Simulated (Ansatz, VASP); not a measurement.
IrPt2 in VASP and in Ansatz

Contents of INCAR:

```
SYSTEM = IrPt2
PREC = Accurate ; ENCUT = 500
EDIFF = 1E-6 ; ISMEAR = 0
SIGMA = 0.1 ; LREAL = .FALSE.
LASPH = .TRUE. ; NELM = 120
ALGO = Normal ; ISIF = 2
LWAVE = .FALSE. ; LCHARG = .FALSE.
GGA = PE ; NBANDS = 38
GGA_COMPAT = .FALSE.
```

Contents of KPOINTS:

```
Automatic mesh
0
G
  6 6 2
  0 0 0
```

POSCAR

```
IrPt2
1.0
    2.7788474531      0.0000000000      0.0000000000
   -1.3894237265      2.4065524876      0.0000000000
    0.0000000000      0.0000000000     13.7244866409
Ir Pt
2 4
Direct
    0.3333333333      0.6666666667      0.9215503650
    0.6666666667      0.3333333333      0.0784496350
    0.0000000000      0.0000000000      0.2434683729
    0.3333333333      0.6666666667      0.4143192739
    0.6666666667      0.3333333333      0.5856807261
    0.0000000000      0.0000000000      0.7565316271
```

Input for Ansatz:

```yaml
crystal:
  lattice:
    - [2.7788474531, 0.0, 0.0]
    - [-1.3894237265, 2.4065524876, 0.0]
    - [0.0, 0.0, 13.7244866409]
  atoms:
    - { symbol: Ir, position: [0.3333333333, 0.6666666667, 0.921550365] }
    - { symbol: Ir, position: [0.6666666667, 0.3333333333, 0.078449635] }
    - { symbol: Pt, position: [0.0, 0.0, 0.2434683729] }
    - { symbol: Pt, position: [0.3333333333, 0.6666666667, 0.4143192739] }
    - { symbol: Pt, position: [0.6666666667, 0.3333333333, 0.5856807261] }
    - { symbol: Pt, position: [0.0, 0.0, 0.7565316271] }
basis:
  ecutwfc: 420
kpoints:
  mp_grid: { grid: [6, 6, 2] }
hamiltonian:
  xc: pbe
scf:
  occupations: { method: gaussian, width: 0.1 }
  lower_state_search: "off"
output:
  forces: true
  stress: true
  eigenvalues: true
```

Alike in both runs: task single point; functional PBE; k mesh 6 × 6 × 2; occupations gaussian, width 0.1 eV; no spin polarisation.

```csv
,VASP,Ansatz
version,VASP 6.6.1,Ansatz 0.2.0
potentials or method,"VASP PAW PBE potentials, release 64 (Ir, Pt), cutoff 500 eV","scalar-relativistic, plane waves, PAW"
valence electrons in the cell,58,106
```

|  | VASP | Ansatz | Ansatz less VASP |
| --- | --- | --- | --- |
| gap on the k mesh at the Fermi level (eV) | none | none | - |
| pressure (GPa) | -1.9 | -1.7 | +0.22 |
| traceless stress, the component that is largest in VASP (GPa) | -0.04 | -0.07 | -0.025 |
| rms of the force components (eV/Å) | 0.087 | 0.099 | +0.0121 |

Atom by atom the forces differ by 0.014 eV/Å (rms over components). A gap of «none» marks a metal or a gap that the smearing closes. VASP's potentials hold 58 valence electrons a cell and Ansatz's 106, so a difference there can come from the potentials and not from the codes.

The k mesh is coarse, so the values compare programs but aren't converged. Neither program's run includes spin-orbit coupling.
